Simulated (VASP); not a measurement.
## C: single point with LDA

Slab: C, a slab with vacuum.

```
C
1.0
     2.41040    0.00000    0.00000
    -1.20520    2.08747    0.00000
     0.00000    0.00000    8.09770
C
2
Direct
  0.33333 0.66667 0.00000
  0.66667 0.33333 0.00000
```

* Program: VASP 6.6.1
* Task: single point
* Functional: LDA
* Potentials or basis: VASP PAW LDA potentials, release 64 (C)
* Cutoff: 520 eV
* k mesh: 21 × 21 × 6
* Occupations: gaussian, width 0.15 eV
* Spin: no spin polarisation
* Dipole correction: no
* Further INCAR settings: ALGO = Normal; EDIFF = 1e-07; NBANDS = 11

```
Band gap on the k mesh : zero (filled and empty bands touch)
```

Levels at points of the mesh, in eV from the Fermi level:
```tsv
k point	band 2	band 3	band 4	band 5	band 6	band 7
(0.00, 0.00, 0.00)	-8.11	-3.01	-3.01	2.91	5.55	7.36
(0.00, 0.00, 0.50)	-8.11	-3.01	-3.01	3.66	3.88	8.72
```

Wall time 2.2 min on 1 thread of Intel Xeon 8259CL, with other jobs on the host, peak memory 0.18 GiB.
